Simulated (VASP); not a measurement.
# Be (Im-3m) in VASP: notebook

Be is run at these levels: PBE; tasks: single point, relaxation of cell and atoms.

Everything below comes from runs of VASP 6.6.1. Logs are shortened: lines on timing, memory, paths and dates and some standing lists are left out, and cuts for length are marked.

### Step 1. The cell of the first run

The structure is cubic, space group Im-3m (No. 229). Conventional cell: a = 2.359 Å, b = 2.359 Å, c = 2.359 Å, α = 90.00°, β = 90.00°, γ = 90.00°. Within 2.7 Å of Be (site symmetry m-3m) lie 14 Be at 2.04 to 2.36 Å.

### Step 2. Single point, PBE (volume scaled by 0.84)

Input file INCAR:

```
PREC = Accurate
ENCUT = 520
EDIFF = 1E-6
ISMEAR = -1
SIGMA = 0.08
LREAL = False
LASPH = True
NELM = 60
ALGO = Normal
ISIF = 2
LWAVE = False
LCHARG = False
GGA = PE
NBANDS = 7
```

Input file KPOINTS:

```
Automatic mesh
0
Gamma
  21 21 21
```

Input file POSCAR:

```
Be
1.0
   -1.1795600353      1.1795600353      1.1795600353
    1.1795600353     -1.1795600353      1.1795600353
    1.1795600353      1.1795600353     -1.1795600353
Be
1
Direct
    0.0000000000      0.0000000000      0.0000000000
```

Potentials or basis: VASP PAW PBE potentials, release 64 (Be).

Command:

```bash
$ cat potpaw_PBE.64/Be/POTCAR > POTCAR
$ mpirun -np 1 vasp_std > vasp.out
```

OUTCAR:

```text
PREC = Accurate
   ENCUT = 520
   EDIFF = 1E-6
   ISMEAR = -1
   LREAL = False
   LASPH = True
   NELM = 60
   ISIF = 2
   GGA = PE

 ion  position               nearest neighbor table
   1  0.000  0.000  0.000-

  LATTYP: Found a body centered cubic cell.
 ALAT       =     2.3591200706

  Lattice vectors:

 A1 = (  -1.1795600353,   1.1795600353,   1.1795600353)
 A2 = (   1.1795600353,  -1.1795600353,   1.1795600353)
 A3 = (   1.1795600353,   1.1795600353,  -1.1795600353)

Analysis of symmetry for initial positions (statically):
=====================================================================
 Subroutine PRICEL returns:
 Original cell was already a primitive cell.

 Routine SETGRP: Setting up the symmetry group for a
 body centered cubic supercell.

 Subroutine GETGRP returns: Found 48 space group operations
 (whereof 48 operations were pure point group operations)
 out of a pool of 48 trial point group operations.

The static configuration has the point symmetry O_h .

Analysis of symmetry for dynamics (positions and initial velocities):
=====================================================================
 Subroutine PRICEL returns:
 Original cell was already a primitive cell.

 Routine SETGRP: Setting up the symmetry group for a
 body centered cubic supercell.

 Subroutine GETGRP returns: Found 48 space group operations
 (whereof 48 operations were pure point group operations)
 out of a pool of 48 trial point group operations.

The dynamic configuration has the point symmetry O_h .

 Subroutine INISYM returns: Found 48 space group operations
 (whereof 48 operations are pure point group operations),
 and found     1 'primitive' translations

----------------------------------------------------------------------------------------

                                     Primitive cell

  volume of cell :       6.5648

  direct lattice vectors                    reciprocal lattice vectors
    -1.179560035  1.179560035  1.179560035     0.000000000  0.423886860  0.423886860
     1.179560035 -1.179560035  1.179560035     0.423886860  0.000000000  0.423886860
     1.179560035  1.179560035 -1.179560035     0.423886860  0.423886860  0.000000000

  length of vectors
     2.043057912  2.043057912  2.043057912     0.599466547  0.599466547  0.599466547

  position of ions in fractional coordinates (direct lattice)
     0.000000000  0.000000000  0.000000000

  ion indices of the primitive-cell ions
   primitive index   ion index
                 1           1

----------------------------------------------------------------------------------------

 KPOINTS: Automatic mesh

Automatic generation of k-mesh.
 Grid dimensions read from file:
 generate k-points for:   21   21   21

 Generating k-lattice:

  Cartesian coordinates                     Fractional coordinates (reciprocal lattice)
     0.000000000  0.020185089  0.020185089     0.047619048  0.000000000  0.000000000
     0.020185089  0.000000000  0.020185089     0.000000000  0.047619048  0.000000000
     0.020185089  0.020185089  0.000000000     0.000000000  0.000000000  0.047619048

  Length of vectors
     0.028546026  0.028546026  0.028546026

  Shift w.r.t. Gamma in fractional coordinates (k-lattice)
     0.000000000  0.000000000  0.000000000

 Subroutine IBZKPT returns following result:
 ===========================================

 Found    286 irreducible k-points:

 Following reciprocal coordinates:
            Coordinates               Weight
  0.000000  0.000000  0.000000      1.000000
  0.047619  0.000000  0.000000     12.000000
  0.095238  0.000000  0.000000     12.000000
  0.142857  0.000000  0.000000     12.000000
  0.190476  0.000000  0.000000     12.000000
  0.238095  0.000000  0.000000     12.000000
[... 16 lines left out ...]
  0.142857  0.095238  0.000000     48.000000
  0.190476  0.095238 -0.000000     48.000000
 [... further k-points ...]
   k-points           NKPTS =    286   k-points in BZ     NKDIM =    286   number of bands    NBANDS=      7
   number of dos      NEDOS =    301   number of ions     NIONS =      1
   total plane-waves  NPLWV =   4096
   dimension x,y,z NGX =    16 NGY =   16 NGZ =   16
   dimension x,y,z NGXF=    32 NGYF=   32 NGZF=   32
   ions per type =               1
   NGX,Y,Z   is equivalent  to a cutoff of  13.02, 13.02, 13.02 a.u.
   NGXF,Y,Z  is equivalent  to a cutoff of  26.04, 26.04, 26.04 a.u.
 SYSTEM =  unknown system
   PREC   = accura    normal or accurate (medium, high low for compatibility)
   ISTART =      0    job   : 0-new  1-cont  2-samecut
   ICHARG =      2    charge: 1-file 2-atom 10-const
   ISPIN  =      1    spin polarized calculation?
   LNONCOLLINEAR =      F non collinear calculations
   LSORBIT =      F    spin-orbit coupling
   LASPH  =      T    aspherical Exc in radial PAW
   ENCUT  =  520.0 eV  38.22 Ry    6.18 a.u.   3.80  3.80  3.80*2*pi/ulx,y,z
   NELM   =     60;   NELMIN=  2; NELMDL= -5     # of ELM steps
   EDIFF  = 0.1E-05   stopping-criterion for ELM
   LREAL  =      F    real-space projection
   EDIFFG = 0.1E-04   stopping-criterion for IOM
   NSW    =      0    number of steps for IOM
   IBRION =     -1    ionic relax: 0-MD 1-quasi-New 2-CG
   NFREE  =      0    steps in history (QN), initial steepest desc. (CG)
   ISIF   =      2    stress and relaxation
   ISYM   =      2    0-nonsym 1-usesym 2-fastsym
   POTIM  = 0.5000    time-step for ionic-motion
   TEBEG  =    0.0;   TEEND  =   0.0 temperature during run
   PSTRESS=    0.0 pullay stress
   NELECT =       2.0000    total number of electrons
   NUPDOWN=      -1.0000    fix difference up-down
   EMIN   =  10.00;   EMAX   =-10.00  energy-range for DOS
   EFERMI =   0.00;   METHOD = LEGACY
   ISMEAR =    -1;   SIGMA  =   0.08  broadening in eV -4-tet -1-fermi 0-gaus
   EFERMI_NEDOS =   21; number of points for ismear=-14 and -15
   IALGO  =     38    algorithm
   IMIX   =      4    mixing-type and parameters
     AMIX     =   0.40;   BMIX     =  1.00
     AMIX_MAG =   1.60;   BMIX_MAG =  1.00
  volume/ion in A,a.u.               =       6.56        44.30
  Fermi-wavevector in a.u.,A,eV,Ry     =   1.101568  2.081662 16.510028  1.213453
  Thomas-Fermi vector in A             =   2.237998
   LORBIT       =      0    0 simple, 1 ext, 2 COOP (PROOUT), +10 PAW based schemes
   GGA     = PE    functional components
   LHFCALC =     F    Hartree Fock is set to
   AEXX    =    0.0000 exact exchange contribution
   IVDW    =     0    specifies the selected vdW correction
   LEPSILON=     F    determine dielectric tensor
   LRPA    =     F    only Hartree local field effects (RPA)
 non-spin polarized calculation
  energy-cutoff  :      520.00
  volume of cell :        6.56
 maximum number of plane-waves:       184
   NGX =  7   NGY =  7   NGZ =  7

 number of electron       2.0000000 magnetization

 Free energy of the ion-electron system (eV)
  ---------------------------------------------------
  ext. energy  EPLUGINS =         0.00000000
  ---------------------------------------------------
  free energy    TOTEN  =        -3.56826786 eV

  energy without entropy =       -3.56700063  energy(sigma->0) =       -3.56763425

 E-fermi :   9.5025     XC(G=0): -11.2395

 val. band max:        9.4673548179   @ k =  -0.3810  -0.3810   0.0476
 cond. band min:       9.6685197637   @ k =   0.3333   0.2381   0.0952
 fundamental gap:      0.2011649459
 Fermi energy:         9.5025491691

 k-point     1 :       0.0000    0.0000    0.0000
  band No.  band energies     occupation
      1      -3.7366      2.00000
      2      32.0258      0.00000
      3      32.0258      0.00000
      4      32.0258      0.00000
      5      44.1058      0.00000
      6      44.1058      0.00000
      7      44.1058      0.00000

 k-point     2 :       0.0476    0.0000    0.0000
  band No.  band energies     occupation
      1      -3.6523      2.00000
      2      31.5632      0.00000
      3      31.6296      0.00000
      4      31.9090      0.00000
      5      42.7960      0.00000
      6      42.9093      0.00000
      7      44.7392      0.00000

 k-point     3 :       0.0952    0.0000    0.0000
  band No.  band energies     occupation
      1      -3.3989      2.00000
      2      30.1313      0.00000
      3      30.6401      0.00000
      4      31.5663      0.00000
      5      40.5919      0.00000
      6      40.9766      0.00000
      7      44.7279      0.00000

 k-point     4 :       0.1429    0.0000    0.0000
  band No.  band energies     occupation
      1      -2.9761      2.00000
      2      27.8218      0.00000
      3      29.3963      0.00000
      4      31.0289      0.00000
      5      39.1186      0.00000
      6      39.2176      0.00000
      7      44.2546      0.00000

 k-point     5 :       0.1905    0.0000    0.0000
  band No.  band energies     occupation
      1      -2.3839      2.00000
      2      25.0054      0.00000
      3      28.1254      0.00000
      4      30.3583      0.00000
      5      37.4551      0.00000
      6      38.5886      0.00000
      7      44.2804      0.00000
[... 161 lines left out ...]
 k-point    22 :       0.0952    0.0952    0.0000
  band No.  band energies     occupation
      1      -2.7217      2.00000
      2      27.6427      0.00000
      3      27.8141      0.00000
      4      30.0848      0.00000
      5      38.7527      0.00000
      6      39.3930      0.00000
      7      44.2365      0.00000

 k-point    23 :       0.1429    0.0952    0.0000
  band No.  band energies     occupation
      1      -2.1280      2.00000
      2      24.9793      0.00000
      3      26.5558      0.00000
      4      29.1492      0.00000
      5      38.3480      0.00000
      6      38.8186      0.00000
      7      44.4837      0.00000

 k-point    24 :       0.1905    0.0952   -0.0000
  band No.  band energies     occupation
      1      -1.3653      2.00000
      2      22.0606      0.00000
      3      25.4404      0.00000
      4      28.2290      0.00000
      5      38.1582      0.00000
      6      38.3008      0.00000
      7      45.0453      0.00000

 [... further k-points ...]

------------------------ aborting loop because EDIFF is reached ----------------------------------------

  FORCE on cell =-STRESS in cart. coord.  units (eV):
  Direction    XX          YY          ZZ          XY          YZ          ZX
  --------------------------------------------------------------------------------------
  -------------------------------------------------------------------------------------
  Total        1.1959001      1.1959001      1.1959001     -0.0000000     -0.0000000      0.0000000
  in kB      291.8672284    291.8672284    291.8672284     -0.0000000     -0.0000000      0.0000000
  external PRESSURE =     291.8672284 kB  Pullay stress =       0.0000000 kB

 VOLUME and BASIS-vectors are now :
 -----------------------------------------------------------------------------
  energy-cutoff  :      520.00
  volume of cell :        6.56
      direct lattice vectors                 reciprocal lattice vectors
    -1.179560035  1.179560035  1.179560035     0.000000000  0.423886860  0.423886860
     1.179560035 -1.179560035  1.179560035     0.423886860  0.000000000  0.423886860
     1.179560035  1.179560035 -1.179560035     0.423886860  0.423886860  0.000000000

 POSITION                                       TOTAL-FORCE (eV/Angst)
 -----------------------------------------------------------------------------------
      0.00000      0.00000      0.00000        -0.000000      0.000000      0.000000
 -----------------------------------------------------------------------------------
    total drift:                               -0.000000      0.000000      0.000000

  FREE ENERGIE OF THE ION-ELECTRON SYSTEM (eV)
  ---------------------------------------------------
  free  energy   TOTEN  =        -3.5682678565 eV

  energy  without entropy=       -3.5670006339  energy(sigma->0) =       -3.56763425
```

Run time: 3.6 s. Hardware: 1 thread of Intel Xeon Platinum 8375C at 2.90GHz (Ice Lake), shared host; peak memory 0.12 GiB.

What came out:

- Free energy: -3.5683 eV
- Pressure: 29.2 GPa
- Band gap on the k mesh: zero (band 1 reaches 13.58 eV, above the bottom of band 2 at 7.99 eV)

### Step 3. Single point, PBE (volume scaled by 0.92)

Input file INCAR:

```
ALGO = Normal ; EDIFF = 1E-6
ENCUT = 520 ; GGA = PE
ISIF = 2 ; ISMEAR = -1
LASPH = T ; LCHARG = F
LREAL = F ; LWAVE = F
NBANDS = 7 ; NELM = 80
PREC = Accurate ; SIGMA = 0.08
```

Input file KPOINTS:

```
k-points
0
Gamma
  21 21 21
```

Input file POSCAR:

```
Be
1.0
   -1.2158767768      1.2158767768      1.2158767768
    1.2158767768     -1.2158767768      1.2158767768
    1.2158767768      1.2158767768     -1.2158767768
Be
1
Direct
    0.0000000000      0.0000000000      0.0000000000
```

Potentials or basis: VASP PAW PBE potentials, release 64 (Be).

Command:

```bash
$ cat potpaw_PBE.64/Be/POTCAR > POTCAR
$ mpirun -np 1 vasp_std > vasp.out
```

OUTCAR:

```text
EDIFF = 1E-6
   ENCUT = 520
   GGA = PE
   ISIF = 2
   ISMEAR = -1
   LASPH = T
   LREAL = F
   NELM = 80
   PREC = Accurate

 ion  position               nearest neighbor table
   1  0.000  0.000  0.000-

  LATTYP: Found a body centered cubic cell.
 ALAT       =     2.4317535536

  Lattice vectors:

 A1 = (  -1.2158767768,   1.2158767768,   1.2158767768)
 A2 = (   1.2158767768,  -1.2158767768,   1.2158767768)
 A3 = (   1.2158767768,   1.2158767768,  -1.2158767768)

Analysis of symmetry for initial positions (statically):
=====================================================================
 Subroutine PRICEL returns:
 Original cell was already a primitive cell.

 Routine SETGRP: Setting up the symmetry group for a
 body centered cubic supercell.

 Subroutine GETGRP returns: Found 48 space group operations
 (whereof 48 operations were pure point group operations)
 out of a pool of 48 trial point group operations.

The static configuration has the point symmetry O_h .

Analysis of symmetry for dynamics (positions and initial velocities):
=====================================================================
 Subroutine PRICEL returns:
 Original cell was already a primitive cell.

 Routine SETGRP: Setting up the symmetry group for a
 body centered cubic supercell.

 Subroutine GETGRP returns: Found 48 space group operations
 (whereof 48 operations were pure point group operations)
 out of a pool of 48 trial point group operations.

The dynamic configuration has the point symmetry O_h .

 Subroutine INISYM returns: Found 48 space group operations
 (whereof 48 operations are pure point group operations),
 and found     1 'primitive' translations

----------------------------------------------------------------------------------------

                                     Primitive cell

[... 105 lines left out ...]
   IALGO  =     38    algorithm
   IMIX   =      4    mixing-type and parameters
     AMIX     =   0.40;   BMIX     =  1.00
     AMIX_MAG =   1.60;   BMIX_MAG =  1.00
  volume/ion in A,a.u.               =       7.19        48.52
  Fermi-wavevector in a.u.,A,eV,Ry     =   1.068666  2.019486 15.538489  1.142047
  Thomas-Fermi vector in A             =   2.204321
   LORBIT       =      0    0 simple, 1 ext, 2 COOP (PROOUT), +10 PAW based schemes
   GGA     = PE    functional components
   LHFCALC =     F    Hartree Fock is set to
   AEXX    =    0.0000 exact exchange contribution
   IVDW    =     0    specifies the selected vdW correction
   LEPSILON=     F    determine dielectric tensor
   LRPA    =     F    only Hartree local field effects (RPA)
 non-spin polarized calculation
  energy-cutoff  :      520.00
  volume of cell :        7.19
 maximum number of plane-waves:       206
   NGX =  7   NGY =  7   NGZ =  7

 number of electron       2.0000000 magnetization

 Free energy of the ion-electron system (eV)
  ---------------------------------------------------
  ext. energy  EPLUGINS =         0.00000000
  ---------------------------------------------------
  free energy    TOTEN  =        -3.64681671 eV

  energy without entropy =       -3.64538200  energy(sigma->0) =       -3.64609936

 E-fermi :   8.6543     XC(G=0): -10.9283

 val. band max:        8.6055453108   @ k =  -0.3810  -0.3810   0.0476
 cond. band min:       8.7971536305   @ k =   0.3333   0.2381   0.0952
 fundamental gap:      0.1916083197
 Fermi energy:         8.6543443717

 k-point     1 :       0.0000    0.0000    0.0000
  band No.  band energies     occupation
      1      -4.0494      2.00000
      2      29.5626      0.00000
      3      29.5626      0.00000
      4      29.5626      0.00000
      5      41.2713      0.00000
      6      41.2713      0.00000
      7      41.2713      0.00000
[... 221 lines left out ...]
 k-point    24 :       0.1905    0.0952    0.0000
  band No.  band energies     occupation
      1      -1.7456      2.00000
      2      20.3647      0.00000
      3      23.4544      0.00000
      4      26.1249      0.00000
      5      35.5873      0.00000
      6      35.7021      0.00000
      7      42.1278      0.00000

 [... further k-points ...]

------------------------ aborting loop because EDIFF is reached ----------------------------------------

  FORCE on cell =-STRESS in cart. coord.  units (eV):
  Direction    XX          YY          ZZ          XY          YZ          ZX
  --------------------------------------------------------------------------------------
  -------------------------------------------------------------------------------------
  Total        0.5432014      0.5432014      0.5432014     -0.0000000      0.0000000     -0.0000000
  in kB      121.0438648    121.0438648    121.0438648     -0.0000000      0.0000000     -0.0000000
  external PRESSURE =     121.0438648 kB  Pullay stress =       0.0000000 kB

 VOLUME and BASIS-vectors are now :
 -----------------------------------------------------------------------------
  energy-cutoff  :      520.00
  volume of cell :        7.19
      direct lattice vectors                 reciprocal lattice vectors
    -1.215876777  1.215876777  1.215876777     0.000000000  0.411225882  0.411225882
     1.215876777 -1.215876777  1.215876777     0.411225882  0.000000000  0.411225882
     1.215876777  1.215876777 -1.215876777     0.411225882  0.411225882  0.000000000

 POSITION                                       TOTAL-FORCE (eV/Angst)
 -----------------------------------------------------------------------------------
      0.00000      0.00000      0.00000         0.000000     -0.000000     -0.000000
 -----------------------------------------------------------------------------------
    total drift:                               -0.000000      0.000000      0.000000

  FREE ENERGIE OF THE ION-ELECTRON SYSTEM (eV)
  ---------------------------------------------------
  free  energy   TOTEN  =        -3.6468167080 eV

  energy  without entropy=       -3.6453820037  energy(sigma->0) =       -3.64609936
```

stdout:

```text
POSCAR found type information on POSCAR Be
 POSCAR found :  1 types and       1 ions
 scaLAPACK will be used
 LDA part: xc-table for (Slater+PW92), standard interpolation
 POSCAR, INCAR and KPOINTS ok, starting setup
 FFT: planning ... GRIDC
 FFT: planning ... GRID_SOFT
 FFT: planning ... GRID
 WAVECAR not read
 entering main loop
```

It took 3.7 s on 1 thread of Intel Xeon Platinum 8375C at 2.90GHz (Ice Lake), shared host; peak memory 0.11 GiB.

What came out:

| Quantity | Value |
| --- | --- |
| Free energy | -3.6468 eV |
| Pressure | 12.1 GPa |
| Band gap on the k mesh | zero (band 1 reaches 12.45 eV, above the bottom of band 2 at 7.25 eV) |

[end of part 1 of 2]
